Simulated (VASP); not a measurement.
A run of VASP 6.6.1 is set up as follows.

INCAR

```
SYSTEM = Sn
PREC = Accurate
ENCUT = 520
EDIFF = 1E-6
ISMEAR = 0
SIGMA = 0.05
LREAL = .False.
LASPH = .True.
NELM = 100
ALGO = Normal
ISIF = 2
LWAVE = .False.
LCHARG = .False.
NBANDS = 36
```

The input KPOINTS:

```
Automatic mesh
0
Gamma
  8 8 14
  0.5 0.5 0.5
```

The input POSCAR:

```
Sn
1.0
    5.9500000000      0.0000000000      0.0000000000
    0.0000000000      5.9500000000      0.0000000000
    0.0000000000      0.0000000000      3.1407300000
Sn
4
Direct
    0.0000000000      0.0000000000      0.0000000000
    0.5000000000      0.5000000000      0.5000000000
    0.5000000000      0.0000000000      0.2500000000
    0.0000000000      0.5000000000      0.7500000000
```

Potentials or basis: VASP PAW LDA potentials, release 64 (Sn_d).

Run with:

```console
$ cat potpaw_LDA.64/Sn_d/POTCAR > POTCAR
$ mpirun -np 1 vasp_std > vasp.out
```

Question: What does it give for the band gap on the k mesh?

Answer: Zero (bands 28 and 29 overlap by 2.23 eV).

Question: Estimate the pressure.

Answer: -3.2 GPa.

Stress tensor (GPa, compression positive):
```
-3.62  0.00  0.00
 0.00 -3.62  0.00
 0.00  0.00 -2.48
```

Caveat: the cell stands under tension; spin-orbit coupling is left out, which moves the levels of the heavy elements.
